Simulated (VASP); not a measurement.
Si: relaxation of cell and atoms with PBE

The system is Si.

```
CELL_PARAMETERS angstrom
3.83098 -0.05798 -0.03692
-1.96571 3.33791 -0.00490
-0.18155 -0.13263 18.55002
ATOMIC_POSITIONS crystal
Si 0.99594 0.01205 0.81646
Si 0.99856 0.00158 0.30733
Si 0.32270 0.65646 0.97732
Si 0.68933 0.32897 0.47893
Si 0.33809 0.68216 0.64598
Si 0.66136 0.32376 0.13995
Si 0.97784 0.98488 0.68764
Si 0.99046 0.00802 0.18957
Si 0.31770 0.65224 0.85845
Si 0.68269 0.31593 0.35723
Si 0.33345 0.67179 0.52142
Si 0.69186 0.36216 0.01971
```

| Property | Result |
| --- | --- |
| Program | VASP 6.6.1 |
| Task | relaxation of cell and atoms |
| Functional | PBE |
| Potentials or basis | VASP PAW PBE potentials, release 64 (Si) |
| Cutoff | 600 eV |
| k mesh | 6 × 6 × 1 |
| Occupations | gaussian, width 0.1 eV |
| Spin | no spin polarisation |
| Dipole correction | no |
| Further INCAR settings | ALGO = Normal; EDIFF = 1e-07; IBRION = 2; EDIFFG = -0.025; NSW = 80; ISIF = 3 |

The relaxed volume is 20.43 Å³/atom and the relaxed cell is a = 3.863 Å, b = 3.863 Å, c = 18.958 Å, α = 89.99°, β = 89.97°, γ = 119.96°. The space group after relaxing (to 0.1 Å) is P6_3/mmc (No. 194) and the energy gained by relaxing is 94.5 meV/atom. The ionic steps are 25. The pressure after relaxing is 0.0 GPa and the largest force after relaxing is 0.019 eV/Å. The band gap on the k mesh is 0.60 eV (least direct gap 1.27 eV).

Forces on the atoms (eV/Å):
```
Si   0.004 -0.012 -0.009
Si  -0.010  0.014  0.002
Si   0.012 -0.003  0.005
Si  -0.003  0.002 -0.007
Si  -0.008  0.005  0.012
Si   0.003 -0.005  0.004
Si   0.010 -0.004  0.016
Si  -0.006  0.003 -0.014
Si   0.005  0.008 -0.008
Si  -0.001 -0.010 -0.006
Si  -0.004  0.003  0.004
Si  -0.003  0.000  0.002
```

Step by step:
```
step  energy change (eV)  largest force (eV/Å)  pressure (GPa)  volume (Å³)
   1              0.0000                2.8603            5.18       235.06
   2             -0.6012                1.2200           -3.29       256.97
   3             -1.0048                0.7291           -0.83       247.72
   4             -1.0050                0.7307           -0.74       247.46
   5             -1.1048                0.2957           -0.15       245.60
   6             -1.1055                0.2646           -0.20       245.74
   7             -1.1191                0.1393            0.15       244.76
   8             -1.1203                0.1191            0.29       244.38
   9             -1.1248                0.0773           -0.05       245.30
  10             -1.1248                0.0795           -0.10       245.45
  11             -1.1271                0.0616           -0.05       245.31
  12             -1.1290                0.1043            0.05       245.03
  13             -1.1309                0.0633            0.02       245.11
  14             -1.1314                0.0656           -0.01       245.19
  15             -1.1323                0.0376           -0.02       245.22
  16             -1.1324                0.0428           -0.02       245.23
  17             -1.1329                0.0289            0.01       245.14
  18             -1.1329                0.0350            0.02       245.12
  19             -1.1331                0.0307           -0.01       245.19
  20             -1.1332                0.0445           -0.03       245.27
  21             -1.1334                0.0374           -0.03       245.25
  22             -1.1336                0.0338           -0.01       245.21
  23             -1.1335                0.0549            0.02       245.14
  24             -1.1337                0.0351            0.00       245.19
  25             -1.1339                0.0194            0.01       245.16
```

Final structure:
```
CELL_PARAMETERS angstrom
3.86336 0.00156 0.00101
-1.93077 3.34640 0.00010
0.00649 0.00516 18.95837
ATOMIC_POSITIONS crystal
Si 0.99814 0.00136 0.81288
Si 0.00232 0.99872 0.31299
Si 0.33153 0.66782 0.97925
Si 0.66802 0.33202 0.47928
Si 0.33305 0.66640 0.64528
Si 0.66725 0.33385 0.14546
Si 0.99926 0.99997 0.68695
Si 0.00076 0.00018 0.18721
Si 0.33128 0.66770 0.85459
Si 0.66890 0.33230 0.35466
Si 0.33440 0.66540 0.52068
Si 0.66509 0.33427 0.02077
```

Levels at points of the mesh, in eV from the valence-band top:
| k point | band 20 | band 21 | band 22 | band 23 | band 24 | band 25 | band 26 | band 27 | band 28 | band 29 |
| --- | --- | --- | --- | --- | --- | --- | --- | --- | --- | --- |
| (0.00, 0.00, 0.00) | -0.42 | -0.41 | -0.09 | -0.01 | 0.00 | 1.27 | 1.45 | 1.67 | 2.15 | 2.36 |
| (0.50, 0.00, 0.00) | -2.27 | -1.81 | -1.81 | -1.72 | -1.25 | 0.61 | 0.96 | 1.03 | 1.30 | 1.60 |
| (0.00, 0.50, 0.00) | -2.27 | -1.81 | -1.81 | -1.72 | -1.25 | 0.61 | 0.96 | 1.03 | 1.29 | 1.60 |
| (0.50, 0.50, 0.00) | -2.27 | -1.82 | -1.82 | -1.71 | -1.26 | 0.60 | 0.95 | 1.02 | 1.28 | 1.60 |

Wall time 30 min on 1 thread of Oxide Virtual Turin-like Processor, on a shared host, peak memory 0.45 GiB.

Caveat: semilocal functionals underestimate gaps, and a narrow one can read as zero. A k mesh can miss the band edges.
